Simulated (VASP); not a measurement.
# Ga12O19 (a cell with a defect) in VASP: notebook, part 3 of 3

VASP 6.6.1. Earlier steps stand in the parts before.

## Step 5: Single point, PBE

The input, INCAR:

```
SYSTEM = Ga12O19
  PREC = Accurate
  ENCUT = 520
  EDIFF = 1E-7
  ISMEAR = -1
  SIGMA = 0.01
  LREAL = Auto
  LASPH = .TRUE.
  NELM = 100
  ALGO = Normal
  ISIF = 2
  LWAVE = .FALSE.
  LCHARG = .FALSE.
  GGA = PE
  NELECT = 272.0
  NBANDS = 156
```

The input, KPOINTS:

```
Automatic mesh
0
Gamma
  1 1 1
  0.25 0.25 0.25
```

The input, POSCAR:

```
Ga12O19
1.0
    0.0000000000      9.2496621800      0.0000000000
   -1.3977182400      0.0000000000      5.7085775500
    6.2279771500     -1.5416103600      0.0067278600
Ga O
12 19
Direct
    0.1055366251      0.7025320608      0.6620603731
    0.2185427374      0.3475999739      0.2878467246
    0.2992499943      0.2220214220      0.7975039522
    0.0273820353      0.7949135763      0.1330592879
    0.4462887273      0.6946566483      0.6960091798
    0.5452611228      0.3439774960      0.3155221307
    0.6391206413      0.2132646455      0.8423529436
    0.3693194983      0.8178866326      0.1798091158
    0.7735795960      0.6746025264      0.7026249696
    0.8987212367      0.2468722835      0.3337502440
    0.9608345403      0.1761676516      0.7882594335
    0.7081308896      0.8143306063      0.2258641463
    0.1883218437      0.7201991728     -0.0027987385
    0.1601210726      0.2636691515      0.9594732027
    0.2759765835      0.4500329746      0.6353973693
    0.0690742333      0.5850440335      0.3355843585
    0.0753208650      0.1143022350      0.2676672182
    0.2801462161      0.9036220457      0.6683367513
    0.5094483595      0.7565149695      0.0174838104
    0.4879816287      0.2774270409      0.9857849005
    0.6028225131      0.4353313290      0.6629668734
    0.3931724648      0.5862470589      0.3487291548
    0.3856972786      0.1318867512      0.3209420121
    0.6100934453      0.9006239525      0.6858531146
    0.8198723877      0.7125835939      0.0273925358
    0.8361238149      0.2513984886      0.9927721480
    0.9381781006      0.4384818858      0.6373721409
    0.7057721195      0.5873082169      0.3768654494
    0.6941909988      0.1343226200      0.2864071484
    0.9616096831      0.8599030316      0.8147997383
    0.9227494136      0.9882553359      0.4854108221
```

Potentials or basis: VASP PAW PBE potentials, release 64 (Ga_d, O).

On the command line:

```console
> cat potpaw_PBE.64/Ga_d/POTCAR potpaw_PBE.64/O/POTCAR > POTCAR
> mpirun -np 1 vasp_std > vasp.out
```

OUTCAR:

```text
SYSTEM = Ga12O19
   PREC = Accurate
   ENCUT = 520
   EDIFF = 1E-7
   ISMEAR = -1
   LREAL = Auto
   LASPH = .TRUE.
   NELM = 100
   ISIF = 2
   GGA = PE
   NELECT = 272.0

 ion  position               nearest neighbor table
   1  0.106  0.703  0.662-  30 1.95  18 1.99  16 1.99  13 2.08  27 2.14  15 2.17
   2  0.219  0.348  0.288-  17 1.87  14 1.99  16 1.99  23 2.00  22 2.04  15 2.10
   3  0.299  0.222  0.798-  14 1.82  20 1.85  18 1.85  15 1.86
   4  0.027  0.795  0.133-  17 1.88  25 1.90  13 1.90  16 1.96  30 2.11
   5  0.446  0.695  0.696-  19 1.95  24 1.96  18 1.97  15 2.04  22 2.11  21 2.11
   6  0.545  0.344  0.316-  29 1.86  23 1.94  28 1.97  20 2.00  22 2.01  21 2.10
   7  0.639  0.213  0.842-  26 1.83  20 1.84  24 1.87  21 1.91
   8  0.369  0.818  0.180-  13 1.80  19 1.84  23 1.85  22 1.91
   9  0.774  0.675  0.703-  30 1.94  28 1.98  25 1.98  24 2.01  21 2.04  27 2.11
  10  0.899  0.247  0.334-  17 1.91  29 1.93  27 1.96  31 1.97  26 2.13
  11  0.961  0.176  0.788-  30 1.90  14 1.91  26 1.93  31 1.95  27 1.99
  12  0.708  0.814  0.226-  28 1.82  25 1.82  29 1.84  19 1.97  31 2.32
  13  0.188  0.720  0.997-   8 1.80   4 1.90   1 2.08
  14  0.160  0.264  0.959-   3 1.82  11 1.91   2 1.99
  15  0.276  0.450  0.635-   3 1.86   5 2.04   2 2.10   1 2.17
  16  0.069  0.585  0.336-   4 1.96   2 1.99   1 1.99
  17  0.075  0.114  0.268-   2 1.87   4 1.88  10 1.91
  18  0.280  0.904  0.668-   3 1.85   5 1.97   1 1.99
  19  0.509  0.757  0.017-   8 1.84   5 1.95  12 1.97
  20  0.488  0.277  0.986-   7 1.84   3 1.85   6 2.00
  21  0.603  0.435  0.663-   7 1.91   9 2.04   6 2.10   5 2.11
  22  0.393  0.586  0.349-   8 1.91   6 2.01   2 2.04   5 2.11
  23  0.386  0.132  0.321-   8 1.85   6 1.94   2 2.00
  24  0.610  0.901  0.686-   7 1.87   5 1.96   9 2.01
  25  0.820  0.713  0.027-  12 1.82   4 1.90   9 1.98
  26  0.836  0.251  0.993-   7 1.83  11 1.93  10 2.13
  27  0.938  0.438  0.637-  10 1.96  11 1.99   9 2.11   1 2.14
  28  0.706  0.587  0.377-  12 1.82   6 1.97   9 1.98
  29  0.694  0.134  0.286-  12 1.84   6 1.86  10 1.93
  30  0.962  0.860  0.815-  11 1.90   9 1.94   1 1.95   4 2.11
  31  0.923  0.988  0.485-  11 1.95  10 1.97  12 2.32

  LATTYP: Found a triclinic cell.
 ALAT       =     5.8771994966
 B/A-ratio  =     1.6412011407
 C/A-ratio  =     2.7541529852
 COS(alpha) =     0.0064926560
 COS(beta)  =     0.5439765005
 COS(gamma) =     0.7621873503

[... 195 lines left out ...]
   LEPSILON=     F    determine dielectric tensor
   LRPA    =     F    only Hartree local field effects (RPA)
 non-spin polarized calculation
  energy-cutoff  :      520.00
  volume of cell :      328.94
 maximum number of plane-waves:      8866
 NGX is ok and might be reduce to    70
   NGX = 35   NGY = 21   NGZ = 23

 number of electron     271.9999971 magnetization

 Free energy of the ion-electron system (eV)
  ---------------------------------------------------
  ext. energy  EPLUGINS =         0.00000000
  ---------------------------------------------------
  free energy    TOTEN  =      -170.77831214 eV

  energy without entropy =     -170.77831214  energy(sigma->0) =     -170.77831214

 E-fermi :   4.8443     XC(G=0): -11.5995

 val. band max:        4.5311438579   @ k =   0.2500   0.2500   0.2500
 cond. band min:       7.8976825407   @ k =   0.2500   0.2500   0.2500
 fundamental gap:      3.3665386828
 Fermi energy:         4.8443008814

 k-point     1 :       0.2500    0.2500    0.2500
  band No.  band energies     occupation
      1     -14.8802      2.00000
      2     -14.6634      2.00000
      3     -14.4576      2.00000
      4     -14.1397      2.00000
      5     -14.0218      2.00000
      6     -13.9423      2.00000
[... 140 lines left out ...]
    147      10.8598      0.00000
    148      11.1956      0.00000
 [bands above 148 left out]

------------------------ aborting loop because EDIFF is reached ----------------------------------------

  FORCE on cell =-STRESS in cart. coord.  units (eV):
  Direction    XX          YY          ZZ          XY          YZ          ZX
  --------------------------------------------------------------------------------------
  -------------------------------------------------------------------------------------
  Total       26.0764572     37.3311113     36.0447481     -3.2527327     -0.5361285     -6.4454495
  in kB      127.0116411    181.8301343    175.5645935    -15.8432151     -2.6113424    -31.3941084
  external PRESSURE =     161.4687896 kB  Pullay stress =       0.0000000 kB

 VOLUME and BASIS-vectors are now :
 -----------------------------------------------------------------------------
  energy-cutoff  :      520.00
  volume of cell :      328.94
      direct lattice vectors                 reciprocal lattice vectors
     0.000000000  9.249662180  0.000000000     0.026753887  0.108112056  0.006550563
    -1.397718240  0.000000000  5.708577550    -0.000189185  0.000000000  0.175128666
     6.227977150 -1.541610360  0.006727860     0.160523321  0.000000000  0.039303377

 POSITION                                       TOTAL-FORCE (eV/Angst)
 -----------------------------------------------------------------------------------
      3.14136     -0.04446      4.01491         0.129880      0.046086     -0.212563
      1.30686      1.57770      1.98624        -0.057641     -0.012757      0.011198
      4.65651      1.53852      1.27279        -0.010485     -0.019344     -0.011386
     -0.28238      0.04815      4.53872         0.089510      0.000367      0.013609
      3.36380      3.05505      3.97018         0.043798      0.016612      0.022852
      1.48428      4.55707      1.96575        -0.023666     -0.020817      0.054262
[... 23 lines left out ...]
      3.87265      7.63846      4.91430         0.051975      0.086944     -0.012131
      1.64182      7.78681      5.64480        -0.188675     -0.397039     -0.252538
 -----------------------------------------------------------------------------------
    total drift:                                0.008904     -0.015362      0.016871

  FREE ENERGIE OF THE ION-ELECTRON SYSTEM (eV)
  ---------------------------------------------------
  free  energy   TOTEN  =      -170.7783121361 eV

  energy  without entropy=     -170.7783121361  energy(sigma->0) =     -170.77831214
```

OSZICAR:

```text
N       E                     dE             d eps       ncg     rms          rms(c)
DAV:   1     0.558944535728E+04    0.55894E+04   -0.10398E+05   360   0.319E+03
DAV:   2     0.141420229568E+04   -0.41752E+04   -0.38763E+04   312   0.103E+03
DAV:   3    -0.917356797099E+01   -0.14234E+04   -0.13457E+04   400   0.364E+02
[... 13 lines left out ...]
DAV:  17    -0.170778311786E+03   -0.12022E-05   -0.63057E-05   384   0.581E-02    0.947E-03
DAV:  18    -0.170778312049E+03   -0.26318E-06   -0.21315E-05   448   0.396E-02    0.375E-03
DAV:  19    -0.170778312107E+03   -0.58651E-07   -0.33965E-06   448   0.215E-02    0.126E-03
DAV:  20    -0.170778312213E+03   -0.10595E-06   -0.26019E-06   344   0.793E-03    0.943E-04
DAV:  21    -0.170778312136E+03    0.77242E-07   -0.66833E-07   256   0.761E-03
   1 F= -.17077831E+03 E0= -.17077831E+03  d E =-.162170E-13
```

Wall time 1.7 min (1 thread of Intel Xeon 6975P-C (Granite Rapids), shared host); peak memory 0.37 GiB.

Results:

```yaml
Free_energy: -170.7783 eV
Largest_force: 0.507 eV/Å
```

Forces in eV/Å, atoms in the order of the input:
```
Ga   0.130  0.046 -0.213
Ga  -0.058 -0.013  0.011
Ga  -0.010 -0.019 -0.011
Ga   0.090  0.000  0.014
Ga   0.044  0.017  0.023
Ga  -0.024 -0.021  0.054
Ga   0.030 -0.001  0.035
Ga   0.020  0.037  0.043
Ga   0.008  0.042  0.039
Ga  -0.133 -0.018  0.052
Ga  -0.115 -0.007 -0.057
Ga   0.084  0.102  0.078
O    0.067  0.041 -0.067
O   -0.035 -0.042 -0.062
O    0.018 -0.044  0.040
O    0.000 -0.003 -0.027
O    0.157  0.059  0.001
O   -0.013 -0.044 -0.007
O    0.042  0.073  0.023
O   -0.016 -0.032  0.047
O    0.017  0.008  0.017
O    0.021 -0.003  0.027
O    0.031 -0.008  0.025
O   -0.020  0.012  0.039
O   -0.015  0.011 -0.003
O   -0.008  0.056 -0.002
O   -0.026  0.115  0.009
O    0.019  0.009  0.027
O   -0.169 -0.064  0.110
O    0.052  0.087 -0.012
O   -0.189 -0.397 -0.253
```

Caveat: the k points lie up to 1.10 Å⁻¹ apart, too coarse for converged energies, forces and pressures; the cell carries a net charge on a neutralising background, which shifts energy and pressure; the cell is charged against a uniform background, so pressure and absolute levels hang on convention.
